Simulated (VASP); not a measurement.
A run of VASP 6.6.1 is set up as follows.

Contents of INCAR:

```
PREC = Accurate ; ENCUT = 520
EDIFF = 1E-6 ; ISMEAR = -1
SIGMA = 0.1 ; LREAL = F
LASPH = T ; NELM = 100
ALGO = Normal ; ISIF = 2
LWAVE = F ; LCHARG = F
GGA = RE ; NBANDS = 22
```

KPOINTS

```
Automatic mesh
0
Gamma
  15 15 8
```

Contents of POSCAR:

```
Rh
1.0
    2.6236351193      0.0000000000      0.0000000000
   -1.3118175596      2.2721346636      0.0000000000
    0.0000000000      0.0000000000      4.2268971468
Rh
2
Direct
    0.3333333333      0.6666666667      0.2500000000
    0.6666666667      0.3333333333      0.7500000000
```

Potentials or basis: VASP PAW PBE potentials, release 64 (Rh_pv).

Launch:

```sh
$ cat potpaw_PBE.64/Rh_pv/POTCAR > POTCAR
$ mpirun -np 1 vasp_std > vasp.out
```

Problem. Estimate the pressure.

Solution. 42.5 GPa.

Problem. What does it give for the band gap on the k mesh?

Solution. Zero (band 15 reaches 14.50 eV, above the bottom of band 16 at 11.81 eV).

Stress tensor (GPa, compression positive):
```
42.16  0.00  0.00
 0.00 42.16  0.00
 0.00  0.00 43.22
```

Caveat: the PAW data sets were made with another functional, which shifts forces and pressure a little.
